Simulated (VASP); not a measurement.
Input of a VASP 6.6.1 run:

Contents of INCAR:

```
  PREC = Accurate
  ENCUT = 600
  EDIFF = 1E-6
  ISMEAR = 0
  SIGMA = 0.1
  LREAL = F
  LASPH = T
  NELM = 100
  ALGO = Normal
  ISIF = 3
  LWAVE = F
  LCHARG = F
  GGA = PE
  IBRION = 2
  NSW = 90
  EDIFFG = -0.04
```

File KPOINTS:

```
Automatic mesh
0
Gamma
  4 4 4
```

POSCAR

```
Mg3Te
1.0
   -2.7922021000      2.7922021000      2.7922021000
    2.7922021000     -2.7922021000      2.7922021000
    2.7922021000      2.7922021000     -2.7922021000
Mg Te
3 1
Direct
    0.0000000000      0.5000000000      0.5000000000
    0.5000000000      0.0000000000      0.5000000000
    0.5000000000      0.5000000000      0.0000000000
    0.0000000000      0.0000000000      0.0000000000
```

Potentials or basis: VASP PAW PBE potentials, release 64 (Mg, Te).

Run with:

```sh
$ cat potpaw_PBE.64/Mg/POTCAR potpaw_PBE.64/Te/POTCAR > POTCAR
$ mpirun -np 1 vasp_std > vasp.out
```

What does it give for the relaxed volume?

29.05 Å³/atom.

What does it give for the band gap on the k mesh?

Zero (band 6 reaches 4.21 eV, above the bottom of band 7 at 3.18 eV).

The path:
```tsv
step	energy change (eV)	largest force (eV/Å)	pressure (GPa)	volume (Å³)
1	0.0000	0.0000	13.34	87.08
2	-0.9598	0.0000	1.11	111.97
3	-0.9726	0.0000	-0.30	117.39
4	-0.9738	0.0000	-0.01	116.19
```

Caveat: the k points lie up to 0.36 Å⁻¹ apart in the final cell; the volume moved by over 15 % at a fixed basis, so the end points are rough; spin-orbit coupling is left out, which moves the levels of the heavy elements.
